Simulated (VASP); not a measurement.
# WS2: electric field gradients with PBE

Crystal: WS2.

```
W S
1.0
     1.59383    0.92020    7.45716
    -1.59383    0.92020    7.45716
     0.00000   -1.84040    7.45716
W S
1 2
Direct
  0.00068 0.00068 0.00068
  0.26378 0.26378 0.26378
  0.40424 0.40424 0.40424
```

```yaml
Program: VASP 6.6.1
Task: electric field gradients
Functional: PBE
Potentials_or_basis: VASP PAW PBE potentials, release 64 (W_sv, S)
Cutoff: 520 eV
k_mesh: 13 × 13 × 13
Occupations: fermi-dirac, width 0.05 eV
Spin: no spin polarisation
Dipole_correction: no
Further_INCAR_settings: ALGO = Normal; EDIFF = 1e-08; NBANDS = 20
```

The pressure is 0.0 GPa. The largest force is 0.004 eV/Å and the band gap on the k mesh is 1.74 eV (least direct gap 2.03 eV). The largest electric field gradient by atom is W -153.2; S -47.1 V/Å².

Forces in eV/Å, atoms in the order of the input:
```
W    0.000  0.000  0.000
S    0.000  0.000 -0.004
S    0.000  0.000  0.004
```

Levels at points of the mesh, in eV from the valence-band top:
| k point | band 11 | band 12 | band 13 | band 14 | band 15 | band 16 |
| --- | --- | --- | --- | --- | --- | --- |
| (0.00, 0.00, 0.00) | -1.78 | -1.78 | -0.40 | 2.71 | 2.71 | 2.86 |

Electric field gradients, principal values (V/Å²):
```csv
atom,least,middle,greatest (by size)
1 W,76.580,76.580,-153.160
2 S,23.558,23.558,-47.115
3 S,23.542,23.542,-47.084
```

Run time: 27 min on 1 thread of Intel(R) Xeon(R) Platinum 8175M CPU @ 2.50GHz (Skylake/Cascade Lake), with other jobs on the host, peak memory 0.67 GiB.

Caveat: without QUAD_EFG the Cq values of the log hold for a quadrupole moment of 1 mb, not for the nuclei; spin-orbit coupling is left out, which moves the levels of the heavy elements. A k mesh can miss the band edges.
